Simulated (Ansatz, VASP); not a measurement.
## One calculation of MnO, two programs

```
Mn O
1.0
    -0.02222    2.21089    2.21089
     2.21089   -0.02222    2.21089
     2.21089    2.21089   -0.02222
Mn O
1 1
Direct
  0.00000 0.00000 0.00000
  0.50000 0.50000 0.50000
```

Change from the starting cell: equal xy, yz and zx shear strains of -1 %.

Alike in both runs: task single point; functional PBE; k mesh 16 × 16 × 16; occupations fermi-dirac, width 0.05 eV; collinear spin.

|  | VASP | Ansatz |
| --- | --- | --- |
| version | VASP 6.6.1 | Ansatz 0.2.0 |
| potentials or method | VASP PAW PBE potentials, release 64 (Mn_pv, O), cutoff 520 eV | all-electron LAPW, scalar-relativistic |

|  | VASP | Ansatz | Ansatz less VASP |
| --- | --- | --- | --- |
| pressure (GPa) | 0.0 | -0.1 | -0.17 |
| traceless stress, the component that is largest in VASP (GPa) | 0.64 | 0.64 | -0.001 |
| net moment per atom (μB) | 2.38 | 2.38 | 0.000 |
| size of the moment on the site where the two differ most (μB) | 0.20 | 0.23 | +0.030 |

Site moments also hang on the region over which each program counts them. Ansatz ran all-electron here, and VASP with PAW potentials.
